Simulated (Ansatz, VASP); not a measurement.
## Two plane-wave programs on Si

```
CELL_PARAMETERS angstrom
0.00000 2.73477 2.73477
2.73477 0.00000 2.73477
2.73477 2.73477 0.00000
ATOMIC_POSITIONS crystal
Si 0.00000 0.00000 0.00000
Si 0.25000 0.25000 0.25000
```

Alike in both runs: task single point; functional HSE06; k mesh 6 × 6 × 6; occupations fermi-dirac, width 0.01 eV; no spin polarisation.

|  | VASP | Ansatz |
| --- | --- | --- |
| version | VASP 6.6.1 | Ansatz 0.2.0 |
| potentials or method | VASP PAW PBE potentials, release 64 (Si), cutoff 520 eV | plane-wave PAW DFT |
| valence electrons in the cell | 8 | 8 |

Ansatz gave:

- gap on the k mesh at the Fermi level (eV): 1.32
- pressure (GPa): -1.5

Estimate VASP's values.

gap on the k mesh at the Fermi level (eV): 1.33; pressure (GPa): -1.8.

Ansatz's warnings: stress exchange threshold loose, stress scf threshold loose.
